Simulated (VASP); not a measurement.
# SiO2 in VASP: single point with PBE

Aim: the single point of SiO2 with PBE.

Program: VASP 6.6.1. These are calculated values, not measurements. Logs are shortened: lines on timing, memory, paths and dates and some standing lists are left out, and cuts for length are marked.

### 1 The cell of the first run

The cell holds a slab with vacuum, 24 atoms: a = 5.921 Å, b = 5.337 Å, c = 17.771 Å, α = 90.00°, β = 90.00°, γ = 90.00°.

### 2 Single point, PBE

The input, INCAR:

```
SYSTEM = SiO2
  PREC = Accurate
  ENCUT = 520
  EDIFF = 1E-7
  ISMEAR = -1
  SIGMA = 0.05
  LREAL = Auto
  LASPH = .TRUE.
  NELM = 100
  ALGO = Normal
  ISIF = 2
  LWAVE = .FALSE.
  LCHARG = .FALSE.
  GGA = PE
  NBANDS = 82
```

The input, KPOINTS:

```
Automatic mesh
0
G
  2 2 1
  0 0 0
```

The input, POSCAR:

```
SiO2
1.0
    5.9206050000      0.0000000000      0.0000000000
    0.0000000000      5.3368000000      0.0000000000
    0.0000000000      0.0000000000     17.7714160000
Si O
8 16
Direct
    0.0000000000      0.0000000000      0.0562701000
    0.5000000000      0.2500000000      0.0562701000
    0.5000000000      0.0000000000      0.2566432014
    0.0000000000      0.2500000000      0.2317206507
    0.0000000000      0.5000000000      0.0562701000
    0.5000000000      0.7500000000      0.0562701000
    0.5000000000      0.5000000000      0.2566432014
    0.0000000000      0.7500000000      0.2317206507
    1.0000000000      0.0000000000      0.1545801510
    0.1941000000      0.2500000000      0.0562701000
    0.5000000000      0.0000000000      0.1098906252
    0.8059000000      0.2500000000      0.0562701000
    0.5000000000      0.0000000000      0.3489373943
    0.6878639510      0.2500000000      0.2301644595
    0.0000000000      0.0000000000      0.2887779121
    0.3121360490      0.2500000000      0.2301644595
    1.0000000000      0.5000000000      0.1545801510
    0.1941000000      0.7500000000      0.0562701000
    0.5000000000      0.5000000000      0.1098906252
    0.8059000000      0.7500000000      0.0562701000
    0.5000000000      0.5000000000      0.3489373943
    0.6878639510      0.7500000000      0.2301644595
    0.0000000000      0.5000000000      0.2887779121
    0.3121360490      0.7500000000      0.2301644595
```

Potentials or basis: VASP PAW PBE potentials, release 64 (Si, O).

Run with:

```sh
$ cat potpaw_PBE.64/Si/POTCAR potpaw_PBE.64/O/POTCAR > POTCAR
$ mpirun -np 1 vasp_std > vasp.out
```

OUTCAR:

```text
SYSTEM = SiO2
   PREC = Accurate
   ENCUT = 520
   EDIFF = 1E-7
   ISMEAR = -1
   LREAL = Auto
   LASPH = .TRUE.
   NELM = 100
   ISIF = 2
   GGA = PE

 ion  position               nearest neighbor table
   1  0.000  0.000  0.056-   9 1.75  10 1.76  12 1.76  18 1.76  20 1.76   5 2.67   5 2.67
   2  0.500  0.250  0.056-  11 1.64  19 1.64  12 1.81  10 1.81   6 2.67   6 2.67
   3  0.500  0.000  0.257-  13 1.64  14 1.80  16 1.80  22 1.80  24 1.80   7 2.67   7 2.67
   4  0.000  0.250  0.232-  15 1.68  23 1.68  16 1.85  14 1.85  17 1.91   9 1.91   8 2.67   8 2.67

   5  0.000  0.500  0.056-  17 1.75  12 1.76  10 1.76  18 1.76  20 1.76   1 2.67   1 2.67
   6  0.500  0.750  0.056-  11 1.64  19 1.64  18 1.81  20 1.81   2 2.67   2 2.67
   7  0.500  0.500  0.257-  21 1.64  16 1.80  14 1.80  22 1.80  24 1.80   3 2.67   3 2.67
   8  0.000  0.750  0.232-  15 1.68  23 1.68  22 1.85  24 1.85  17 1.91   9 1.91   4 2.67   4 2.67

   9  0.000  0.000  0.155-   1 1.75   4 1.91   8 1.91
  10  0.194  0.250  0.056-   1 1.76   5 1.76   2 1.81
  11  0.500  0.000  0.110-   2 1.64   6 1.64
  12  0.806  0.250  0.056-   1 1.76   5 1.76   2 1.81
  13  0.500  0.000  0.349-   3 1.64
  14  0.688  0.250  0.230-   3 1.80   7 1.80   4 1.85
  15  0.000  0.000  0.289-   4 1.68   8 1.68
  16  0.312  0.250  0.230-   3 1.80   7 1.80   4 1.85
  17  0.000  0.500  0.155-   5 1.75   4 1.91   8 1.91
  18  0.194  0.750  0.056-   1 1.76   5 1.76   6 1.81
  19  0.500  0.500  0.110-   2 1.64   6 1.64
  20  0.806  0.750  0.056-   1 1.76   5 1.76   6 1.81
  21  0.500  0.500  0.349-   7 1.64
  22  0.688  0.750  0.230-   3 1.80   7 1.80   8 1.85
  23  0.000  0.500  0.289-   4 1.68   8 1.68
  24  0.312  0.750  0.230-   3 1.80   7 1.80   8 1.85

  LATTYP: Found a simple orthorhombic cell.
 ALAT       =     5.3368000000
 B/A-ratio  =     1.1093923325
 C/A-ratio  =     3.3299760156

  Lattice vectors:

 A1 = (   0.0000000000,  -5.3368000000,   0.0000000000)
 A2 = (   5.9206050000,   0.0000000000,   0.0000000000)
 A3 = (   0.0000000000,   0.0000000000,  17.7714160000)

Analysis of symmetry for initial positions (statically):
=====================================================================
 Subroutine PRICEL returns following result:

  LATTYP: Found a simple orthorhombic cell.
 ALAT       =     2.6684000000
 B/A-ratio  =     2.2187846650
 C/A-ratio  =     6.6599520312

  Lattice vectors:

 A1 = (   0.0000000000,  -2.6684000000,   0.0000000000)
 A2 = (   5.9206050000,   0.0000000000,   0.0000000000)
 A3 = (   0.0000000000,   0.0000000000,  17.7714160000)

   2 primitive cells build up your supercell.

 Routine SETGRP: Setting up the symmetry group for a
 simple orthorhombic supercell.

 Subroutine GETGRP returns: Found  4 space group operations
 (whereof  4 operations were pure point group operations)
 out of a pool of  8 trial point group operations.

The static configuration has the point symmetry C_2v.

Analysis of symmetry for dynamics (positions and initial velocities):
=====================================================================
 Subroutine PRICEL returns following result:

  LATTYP: Found a simple orthorhombic cell.
 ALAT       =     2.6684000000
 B/A-ratio  =     2.2187846650
 C/A-ratio  =     6.6599520312

  Lattice vectors:

 A1 = (   0.0000000000,  -2.6684000000,   0.0000000000)
 A2 = (   5.9206050000,   0.0000000000,   0.0000000000)
 A3 = (   0.0000000000,   0.0000000000,  17.7714160000)

   2 primitive cells build up your supercell.

 Routine SETGRP: Setting up the symmetry group for a
 simple orthorhombic supercell.

 Subroutine GETGRP returns: Found  4 space group operations
 (whereof  4 operations were pure point group operations)
 out of a pool of  8 trial point group operations.

The dynamic configuration has the point symmetry C_2v.

 Subroutine INISYM returns: Found  4 space group operations
 (whereof  4 operations are pure point group operations),
 and found     2 'primitive' translations

----------------------------------------------------------------------------------------

                                     Primitive cell

  volume of cell :     280.7625

  direct lattice vectors                    reciprocal lattice vectors
[... 22 lines left out ...]
   primitive index   ion index
                 1           1
                 2           2
                 3           3
                 4           4
                 5           9
                 6          10
                 7          11
                 8          12
                 9          13
                10          14
                11          15
                12          16

----------------------------------------------------------------------------------------

 KPOINTS: Automatic mesh

Automatic generation of k-mesh.
 Grid dimensions read from file:
 generate k-points for:    2    2    1

 Generating k-lattice:

  Cartesian coordinates                     Fractional coordinates (reciprocal lattice)
     0.084450829  0.000000000  0.000000000     0.500000000  0.000000000  0.000000000
     0.000000000  0.093689102  0.000000000     0.000000000  0.500000000  0.000000000
     0.000000000  0.000000000  0.056270136     0.000000000  0.000000000  1.000000000

  Length of vectors
     0.084450829  0.093689102  0.056270136

  Shift w.r.t. Gamma in fractional coordinates (k-lattice)
     0.000000000  0.000000000  0.000000000

 Subroutine IBZKPT returns following result:
 ===========================================

 Found      4 irreducible k-points:

 Following reciprocal coordinates:
            Coordinates               Weight
  0.000000  0.000000  0.000000      1.000000
  0.500000  0.000000  0.000000      1.000000
  0.000000  0.500000  0.000000      1.000000
  0.500000  0.500000  0.000000      1.000000
   k-points           NKPTS =      4   k-points in BZ     NKDIM =      4   number of bands    NBANDS=     82
   number of dos      NEDOS =    301   number of ions     NIONS =     24
   total plane-waves  NPLWV = 268800
   dimension x,y,z NGX =    48 NGY =   40 NGZ =  140
   dimension x,y,z NGXF=    96 NGYF=   80 NGZF=  280
   ions per type =               8  16
   NGX,Y,Z   is equivalent  to a cutoff of  13.48, 12.46, 13.10 a.u.
   NGXF,Y,Z  is equivalent  to a cutoff of  26.96, 24.92, 26.19 a.u.
 SYSTEM =  SiO2
   PREC   = accura    normal or accurate (medium, high low for compatibility)
   ISTART =      0    job   : 0-new  1-cont  2-samecut
   ICHARG =      2    charge: 1-file 2-atom 10-const
   ISPIN  =      1    spin polarized calculation?
   LNONCOLLINEAR =      F non collinear calculations
   LSORBIT =      F    spin-orbit coupling
   LASPH  =      T    aspherical Exc in radial PAW
   ENCUT  =  520.0 eV  38.22 Ry    6.18 a.u.  11.01  9.92 33.04*2*pi/ulx,y,z
   NELM   =    100;   NELMIN=  2; NELMDL= -5     # of ELM steps
   EDIFF  = 0.1E-06   stopping-criterion for ELM
   LREAL  =      T    real-space projection
   EDIFFG = 0.1E-05   stopping-criterion for IOM
   NSW    =      0    number of steps for IOM
   IBRION =     -1    ionic relax: 0-MD 1-quasi-New 2-CG
   NFREE  =      0    steps in history (QN), initial steepest desc. (CG)
   ISIF   =      2    stress and relaxation
   ISYM   =      2    0-nonsym 1-usesym 2-fastsym
   POTIM  = 0.5000    time-step for ionic-motion
   TEBEG  =    0.0;   TEEND  =   0.0 temperature during run
   PSTRESS=    0.0 pullay stress
   NELECT =     128.0000    total number of electrons
   NUPDOWN=      -1.0000    fix difference up-down
   EMIN   =  10.00;   EMAX   =-10.00  energy-range for DOS
   EFERMI =   0.00;   METHOD = LEGACY
   ISMEAR =    -1;   SIGMA  =   0.05  broadening in eV -4-tet -1-fermi 0-gaus
   EFERMI_NEDOS =   21; number of points for ismear=-14 and -15
   IALGO  =     38    algorithm
   IMIX   =      4    mixing-type and parameters
     AMIX     =   0.40;   BMIX     =  1.00
     AMIX_MAG =   1.60;   BMIX_MAG =  1.00
  volume/ion in A,a.u.               =      23.40       157.89
  Fermi-wavevector in a.u.,A,eV,Ry     =   1.000050  1.889821 13.607192  1.000100
  Thomas-Fermi vector in A             =   2.132381
   LORBIT       =      0    0 simple, 1 ext, 2 COOP (PROOUT), +10 PAW based schemes
   GGA     = PE    functional components
   LHFCALC =     F    Hartree Fock is set to
   AEXX    =    0.0000 exact exchange contribution
   IVDW    =     0    specifies the selected vdW correction
   LEPSILON=     F    determine dielectric tensor
   LRPA    =     F    only Hartree local field effects (RPA)
 non-spin polarized calculation
  energy-cutoff  :      520.00
  volume of cell :      561.52
 maximum number of plane-waves:     15140
 NGX is ok and might be reduce to    48
   NGX = 23   NGY = 19   NGZ = 67

 number of electron     127.9999922 magnetization

 Free energy of the ion-electron system (eV)
  ---------------------------------------------------
  ext. energy  EPLUGINS =         0.00000000
  ---------------------------------------------------
  free energy    TOTEN  =      -167.50319000 eV

  energy without entropy =     -167.36817201  energy(sigma->0) =     -167.43568101

 E-fermi :  -1.4356     XC(G=0):  -5.1802

 val. band max:       -1.4611816683   @ k =   0.0000   0.0000   0.0000
 cond. band min:      -1.4020827059   @ k =   0.0000   0.0000   0.0000
 fundamental gap:      0.0590989624
 Fermi energy:        -1.4355528283

 k-point     1 :       0.0000    0.0000    0.0000
  band No.  band energies     occupation
      1     -25.3699      2.00000
      2     -23.9061      2.00000
      3     -23.3125      2.00000
      4     -22.5617      2.00000
      5     -22.4903      2.00000
      6     -22.2983      2.00000
[... 305 lines left out ...]
     75       6.0420      0.00000
     76       6.0420      0.00000
 [bands above 76 left out]

------------------------ aborting loop because EDIFF is reached ----------------------------------------

  FORCE on cell =-STRESS in cart. coord.  units (eV):
  Direction    XX          YY          ZZ          XY          YZ          ZX
  --------------------------------------------------------------------------------------
  -------------------------------------------------------------------------------------
  Total       14.5784955      3.4634774     -0.0712336      0.0000000      0.0000000      0.0000000
  in kB       41.5962559      9.8822058     -0.2032480      0.0000000      0.0000000      0.0000000
  external PRESSURE =      17.0917379 kB  Pullay stress =       0.0000000 kB

 VOLUME and BASIS-vectors are now :
 -----------------------------------------------------------------------------
  energy-cutoff  :      520.00
  volume of cell :      561.52
      direct lattice vectors                 reciprocal lattice vectors
     5.920605000  0.000000000  0.000000000     0.168901658  0.000000000  0.000000000
     0.000000000  5.336800000  0.000000000     0.000000000  0.187378204  0.000000000
     0.000000000  0.000000000 17.771416000     0.000000000  0.000000000  0.056270136

 POSITION                                       TOTAL-FORCE (eV/Angst)
 -----------------------------------------------------------------------------------
      0.00000      0.00000      1.00000        -0.000000     -0.000000      6.731150
      2.96030      1.33420      1.00000        -0.000000      0.000000      0.184381
      2.96030      0.00000      4.56091        -0.000000     -0.000000     -0.177078
      0.00000      1.33420      4.11800        -0.000000     -0.000000     -0.084328
      0.00000      2.66840      1.00000        -0.000000     -0.000000      6.731150
      2.96030      4.00260      1.00000        -0.000000      0.000000      0.184381
[... 16 lines left out ...]
      0.00000      2.66840      5.13199        -0.000000     -0.000000      0.049391
      1.84803      4.00260      4.09035         0.006274     -0.000000      0.012497
 -----------------------------------------------------------------------------------
    total drift:                                0.000000      0.000000      0.055749

  FREE ENERGIE OF THE ION-ELECTRON SYSTEM (eV)
  ---------------------------------------------------
  free  energy   TOTEN  =      -167.5031900017 eV

  energy  without entropy=     -167.3681720150  energy(sigma->0) =     -167.43568101
```

It took 8.6 min on 1 thread of Intel Xeon Platinum 8259CL at 2.50GHz (Skylake/Cascade Lake), shared host; peak memory 0.59 GiB.

What came out:

```
Free energy            : -167.5032 eV
Largest force          : 6.731 eV/Å
Band gap on the k mesh : zero (bands 64 and 65 overlap by 0.12 eV)
```

Forces on the atoms (eV/Å):
```
Si   0.000  0.000  6.731
Si   0.000  0.000  0.184
Si   0.000  0.000 -0.177
Si   0.000  0.000 -0.084
Si   0.000  0.000  6.731
Si   0.000  0.000  0.184
Si   0.000  0.000 -0.177
Si   0.000  0.000 -0.084
O    0.000  0.000  0.087
O   -1.400  0.000 -3.529
O    0.000  0.000  0.077
O    1.400  0.000 -3.529
O    0.000  0.000  0.164
O   -0.006  0.000  0.012
O    0.000  0.000  0.049
O    0.006  0.000  0.012
O    0.000  0.000  0.087
O   -1.400  0.000 -3.529
O    0.000  0.000  0.077
O    1.400  0.000 -3.529
O    0.000  0.000  0.164
O   -0.006  0.000  0.012
O    0.000  0.000  0.049
O    0.006  0.000  0.012
```

Caveat: the k points lie up to 0.59 Å⁻¹ apart.
